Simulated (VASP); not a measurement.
Set up this calculation in VASP 6.6.1, as the native input.

* Task: single point
* Functional: PBE
* Potentials or basis: VASP PAW PBE potentials, release 64 (Ni_sv_GW, O)
* Cutoff: 700 eV
* k mesh: 6 × 6 × 6
* Occupations: gaussian, width 0.01 eV
* Spin: collinear spin, antiferromagnetic start
* Starting moments: [2.0, -2.0, 0.0, 0.0] μB
* Hubbard terms: Ni d U = 6.0 eV
* Dipole correction: no
* Further INCAR settings: ALGO = Normal; EDIFF = 1e-06; NBANDS = 36

The structure of NiO lies in POSCAR:

```
NiO
1.0
    2.1215966666      2.1215966666      4.2470668203
    4.2470668203      2.1215966666      2.1215966666
    2.1215966666      4.2470668203      2.1215966666
Ni O
2 2
Direct
    0.0000000000      0.0000000000      0.0000000000
    0.5000000000      0.5000000000      0.5000000000
    0.2500000000      0.2500000000      0.2500000000
    0.7500000000      0.7500000000      0.7500000000
```

These files were run (other wordings do the same):

INCAR

```
SYSTEM = NiO
ALGO = Normal
EDIFF = 1E-6
ENCUT = 700
GGA = PE
GGA_COMPAT = .False.
ISIF = 2
ISMEAR = 0
ISPIN = 2
LASPH = .True.
LCHARG = .True.
LDAU = .True.
LDAUJ = 0 0
LDAUL = 2 -1
LDAUPRINT = 1
LDAUTYPE = 2
LDAUU = 6 0
LELF = .True.
LMAXMIX = 4
LORBIT = 11
LREAL = .False.
LVHAR = .True.
LWAVE = .False.
MAGMOM = 2 -2 0 0
NBANDS = 36
NELM = 200
PREC = Accurate
SIGMA = 0.01
```

KPOINTS

```
k-points
0
Gamma
  6 6 6
  0 0 0
```

Potentials or basis: VASP PAW PBE potentials, release 64 (Ni_sv_GW, O).

Command:

```sh
$ cat potpaw_PBE.64/Ni_sv_GW/POTCAR potpaw_PBE.64/O/POTCAR > POTCAR
$ mpirun -np 1 vasp_std > vasp.out
```

It gave:

- Pressure: -2.1 GPa
- Band gap on the k mesh: 2.81 eV
- Net moment: 0.00 μB per cell
- Site moments: Ni +1.74, -1.74; O +0.00 μB
- Valence electrons inside the program's atomic spheres: Ni 16.09; O 5.01

Run time: 6.2 min on 1 thread of Intel(R) Xeon(R) 6975P-C (Granite Rapids), with other jobs on the host, peak memory 0.47 GiB.
